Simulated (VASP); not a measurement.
AlRu, 2 atoms in the cell. It takes space group Pm-3m (No. 221, cubic). The conventional cell has a = 2.980 Å, b = 2.980 Å, c = 2.980 Å, α = 90.00°, β = 90.00°, γ = 90.00°. Al (site symmetry m-3m) has 8 Ru at 2.58 Å and 6 Al at 2.98 Å within 3.4 Å. Within 3.4 Å of Ru (site symmetry m-3m) lie 8 Al at 2.58 Å and 6 Ru at 2.98 Å. 

- Program: VASP 6.6.1
- Task: single point
- Functional: PBE
- Dispersion: D3(BJ)
- Potentials or basis: VASP PAW PBE potentials, release 64 (Al, Ru_pv)
- Cutoff: 520 eV
- k mesh: 14 × 14 × 14
- Occupations: gaussian, width 0.1 eV
- Spin: no spin polarisation
- Dipole correction: no
- Further INCAR settings: ALGO = Normal; EDIFF = 1e-07; NBANDS = 16

Potentials or basis: VASP PAW PBE potentials, release 64 (Al, Ru_pv).

Run with:

```console
$ cat potpaw_PBE.64/Al/POTCAR potpaw_PBE.64/Ru_pv/POTCAR > POTCAR
$ mpirun -np 1 vasp_std > vasp.out
```

Hardware: 1 thread of Intel(R) Xeon(R) 6975P-C (Granite Rapids), with other jobs on the host.

Task: Estimate the wall time of this run.

Result: It took 13 s on 1 thread of Intel(R) Xeon(R) 6975P-C (Granite Rapids) (shared host), peak memory 0.18 GiB. Counts: scf iterations 13, k points 120.
